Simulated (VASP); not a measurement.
Write the native input for VASP 6.6.1 that does the following.

```
Task                   : single point
Functional             : PBEsol
Potentials or basis    : VASP PAW PBE potentials, release 64 (Si, C)
Cutoff                 : 520 eV
k mesh                 : 10 × 10 × 2
Occupations            : fermi-dirac, width 0.05 eV
Spin                   : no spin polarisation
Dipole correction      : no
Further INCAR settings : ALGO = Normal; EDIFF = 1e-07; NBANDS = 36
```

The structure of SiC (Moissanite 6H) lies in POSCAR:

```
SiC
1.0
    3.1557016854      0.0000000000      0.0000000000
   -1.5778508427      2.7329178263      0.0000000000
    0.0000000000      0.0000000000     15.4675265161
Si C
6 6
Direct
    0.6666666667      0.3333333333      0.4583000000
    0.3333333333      0.6666666667      0.9583000000
    0.6666666667      0.3333333333      0.7917000000
    0.3333333333      0.6666666667      0.2917000000
    0.0000000000      0.0000000000      0.6250000000
    0.0000000000      0.0000000000      0.1250000000
    0.6666666667      0.3333333333      0.3333000000
    0.3333333333      0.6666666667      0.8333000000
    0.6666666667      0.3333333333      0.6667000000
    0.3333333333      0.6666666667      0.1667000000
    0.0000000000      0.0000000000      0.5000000000
    0.0000000000      0.0000000000      0.0000000000
```

These files were run (other wordings do the same):

INCAR

```
SYSTEM = SiC
ALGO     = Normal         ! electronic algorithm
EDIFF    = 1E-7           ! SCF threshold, eV
ENCUT    = 520            ! plane-wave cutoff, eV
GGA      = PS             ! functional
ISIF     = 2              ! what is computed and relaxed
ISMEAR   = -1             ! smearing method
LASPH    = .True.         ! aspherical terms in the spheres
LCHARG   = .False.        ! write CHGCAR
LREAL    = .False.        ! projectors in reciprocal space
LWAVE    = .False.        ! write WAVECAR
NBANDS   = 36             ! bands
NELM     = 100            ! most SCF steps
PREC     = Accurate       ! precision mode
SIGMA    = 0.05           ! smearing width, eV
```

KPOINTS

```
k-points
0
Gamma
  10 10 2
  0 0 0
```

Potentials or basis: VASP PAW PBE potentials, release 64 (Si, C).

Run with:

```sh
$ cat potpaw_PBE.64/Si/POTCAR potpaw_PBE.64/C/POTCAR > POTCAR
$ mpirun -np 1 vasp_std > vasp.out
```

It gave:

* Pressure: -13.7 GPa
* Largest force: 0.134 eV/Å
* Band gap on the k mesh: 1.92 eV, indirect (least direct gap 3.00 eV)

Caveat: the PAW data sets were made with another functional, which shifts forces and pressure a little.

It took 75 s on 1 thread of Intel(R) Xeon(R) 6975P-C (Granite Rapids), with other jobs on the host, peak memory 0.29 GiB.
